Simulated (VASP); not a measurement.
**SnO: single point with r2SCAN**

Crystal: SnO.

```xyz
16
Lattice="0.0000 5.4164 5.4164 5.4164 0.0000 5.4164 5.4164 5.4164 0.0000" Properties=species:S:1:pos:R:3 pbc="T T T"
Sn    0.0096   -0.0118    0.0079
Sn    2.7114    2.6931    0.0260
Sn    2.6928    0.0088    2.7003
Sn    5.3996    2.6789    2.7053
Sn    0.0444    2.6680    2.7047
Sn    2.6867    5.4411    2.7133
Sn    2.7008    2.7229    5.4040
Sn    5.4136    5.4524    5.4533
O     1.2363    1.3986    1.2982
O     3.9756    4.1349    1.2871
O     4.1690    1.2914    4.1043
O     6.7120    4.0821    4.0633
O     1.3867    3.9981    4.0176
O     4.1327    6.7974    4.0080
O     4.0674    4.0094    6.6591
O     6.8697    6.8780    6.6957
```

```yaml
Program: VASP 6.6.1
Task: single point
Functional: r2SCAN
Potentials_or_basis: VASP PAW PBE potentials, release 64 (Sn_d, O)
Cutoff: 520 eV
k_mesh: 2 × 2 × 2
Occupations: fermi-dirac, width 0.02 eV
Spin: no spin polarisation
```

```yaml
Pressure: -0.5 GPa
Largest_force: 0.458 eV/Å
Band_gap_on_the_k_mesh: zero (bands 80 and 81 overlap by 0.49 eV)
```

Forces in eV/Å, atoms in the order of the input:
```
Sn  -0.080 -0.180 -0.148
Sn  -0.031  0.215 -0.272
Sn   0.117 -0.220  0.053
Sn   0.087  0.205  0.034
Sn  -0.312  0.335 -0.010
Sn   0.125 -0.006 -0.066
Sn   0.284  0.041 -0.220
Sn  -0.022 -0.134 -0.244
O   -0.063  0.080  0.013
O   -0.167  0.077 -0.040
O    0.169 -0.120  0.294
O   -0.068 -0.098  0.163
O   -0.084 -0.248  0.230
O    0.333 -0.121  0.203
O   -0.213 -0.067  0.022
O   -0.075  0.239 -0.012
```

Stress tensor (GPa, compression positive):
```
-0.46  0.24 -0.06
 0.24 -0.49 -0.08
-0.06 -0.08 -0.64
```

Levels at points of the mesh, in eV from the Fermi level:
```csv
k point,band 78,band 79,band 80,band 81,band 82,band 83
"(0.00, 0.00, 0.00)",-0.82,-0.73,-0.55,-0.43,-0.10,-0.01
"(0.50, 0.00, 0.00)",-0.93,-0.83,-0.74,0.76,0.94,1.23
"(0.00, 0.50, 0.00)",-1.05,-0.80,-0.72,0.83,0.97,1.20
"(0.00, 0.00, 0.50)",-0.96,-0.86,-0.73,0.77,0.88,1.06
"(0.50, 0.50, 0.50)",-0.91,-0.82,-0.76,0.83,1.02,1.04
"(0.50, 0.50, 0.00)",-1.43,-0.20,0.06,1.21,1.31,1.78
"(0.00, 0.50, 0.50)",-1.39,-0.11,0.02,1.24,1.25,1.84
"(0.50, 0.00, 0.50)",-1.39,-0.18,0.06,1.19,1.38,1.79
```

It took 24 min on 1 thread of Intel(R) Xeon(R) Platinum 8259CL CPU @ 2.50GHz (Skylake/Cascade Lake), with other jobs on the host, peak memory 0.62 GiB.

Caveat: the k points lie up to 0.50 Å⁻¹ apart; the atoms stand as in a frame of molecular dynamics; the structure was generated, so it needn't be the stable form of SnO; semilocal functionals underestimate gaps, and a narrow one can read as zero; the PAW data sets were made with another functional, which shifts forces and pressure a little; spin-orbit coupling is left out, which moves the levels of the heavy elements.
